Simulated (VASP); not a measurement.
CoSi2: single point with PBEsol

CoSi2:

```xyz
3
Lattice="0.0000 2.7254 2.7254 2.7254 0.0000 2.7254 2.7254 2.7254 0.0000" Properties=species:S:1:pos:R:3 pbc="T T T"
Co    0.0000    0.0000    0.0000
Si    1.3627    1.3627    1.3627
Si    4.0881    4.0881    4.0881
```

| Item | Value |
| --- | --- |
| Program | VASP 6.6.1 |
| Task | single point |
| Functional | PBEsol |
| Potentials or basis | VASP PAW PBE potentials, release 64 (Co, Si) |
| Cutoff | 520 eV |
| k mesh | 14 × 14 × 14 |
| Occupations | gaussian, width 0.15 eV |
| Spin | collinear spin, ferromagnetic start |
| Starting moments | [1.1, 0.0, 0.0] μB |
| Fixed moment | 1.1 μB |

* Pressure: -7.6 GPa
* Net moment: 1.10 μB per cell
* Site moments: Co +0.70; Si +0.08 μB
* Valence electrons inside the program's atomic spheres: Co 8.71; Si 1.57

Run time: 4.5 min on 1 thread of AMD EPYC 7R43 64-Core Processor (Zen 3), on a shared host, peak memory 0.23 GiB.

Caveat: the PAW data sets were made with another functional, which shifts forces and pressure a little; the total moment is fixed, so each spin has its own Fermi level.
